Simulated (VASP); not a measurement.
## V: single point with PBEsol

Crystal: V.

```
V
1.0
     2.04974   -3.47393    0.00000
     2.04974    3.47393    0.00000
     0.00000    0.00000    4.10493
V
4
Direct
  0.15250 0.84750 0.07850
  0.65250 0.34750 0.42150
  0.84750 0.15250 0.92150
  0.34750 0.65250 0.57850
```

```yaml
Program: VASP 6.6.1
Task: single point
Functional: PBEsol
Potentials_or_basis: VASP PAW PBE potentials, release 64 (V_sv)
Cutoff: 520 eV
k_mesh: 6 × 6 × 4
Occupations: gaussian, width 0.1 eV
Spin: collinear spin, ferromagnetic start
Starting_moments: "[2.0, 2.0, 2.0, 2.0] μB"
Dipole_correction: no
Further_INCAR_settings: ALGO = Normal; EDIFF = 1e-07; NBANDS = 38
```

```
Pressure                                              : 6.3 GPa
Largest force                                         : 0.527 eV/Å
Band gap on the k mesh                                : zero (filled and empty bands overlap)
Net moment                                            : 0.00 μB per cell
Valence electrons inside the program's atomic spheres : V 11.85
```

Forces on the atoms (eV/Å):
```
V    0.000 -0.475 -0.228
V    0.000 -0.475  0.228
V    0.000  0.475  0.228
V    0.000  0.475 -0.228
```

Stress tensor (GPa, compression positive):
```
 7.43  0.00  0.00
 0.00 16.20  0.00
 0.00  0.00 -4.60
```

Levels at points of the mesh, in eV from the Fermi level:
Spin up:
```csv
k point,band 24,band 25,band 26,band 27,band 28,band 29
"(0.00, 0.00, 0.00)",-0.53,-0.39,-0.29,0.73,0.91,0.91
"(0.50, 0.00, 0.00)",-0.94,-0.81,-0.81,0.48,0.48,1.28
"(0.50, 0.50, 0.00)",-0.71,-0.18,0.41,0.42,1.15,1.15
"(0.00, 0.00, 0.50)",-1.05,-0.09,-0.09,0.83,0.83,0.96
"(0.50, 0.00, 0.50)",-0.71,-0.21,-0.21,0.06,0.06,1.72
"(0.50, 0.50, 0.50)",-1.34,-0.44,-0.44,-0.39,-0.39,1.33
```
Spin down:
```
           k point  band 22  band 23  band 24  band 25  band 26  band 27  band 28  band 29  band 30  band 31
(0.00, 0.00, 0.00)    -1.24    -0.60    -0.53    -0.39    -0.29     0.73     0.91     0.91     1.33     1.33
(0.50, 0.00, 0.00)    -1.25    -0.94    -0.94    -0.81    -0.81     0.48     0.48     1.28     1.28     2.24
(0.50, 0.50, 0.00)    -1.71    -1.20    -0.71    -0.18     0.41     0.42     1.15     1.15     1.76     2.03
(0.00, 0.00, 0.50)    -1.52    -1.05    -1.05    -0.09    -0.09     0.83     0.83     0.96     0.96     1.36
(0.50, 0.00, 0.50)    -1.34    -0.71    -0.71    -0.21    -0.21     0.06     0.06     1.72     1.72     2.22
(0.50, 0.50, 0.50)    -1.34    -1.34    -1.34    -0.44    -0.44    -0.39    -0.39     1.33     1.33     1.86
```

Wall time 2.9 min on 1 thread of Intel(R) Xeon(R) Platinum 8259CL CPU @ 2.50GHz (Skylake/Cascade Lake), on a shared host, peak memory 0.26 GiB.

Caveat: the k points lie up to 0.38 Å⁻¹ apart; the PAW data sets were made with another functional, which shifts forces and pressure a little.
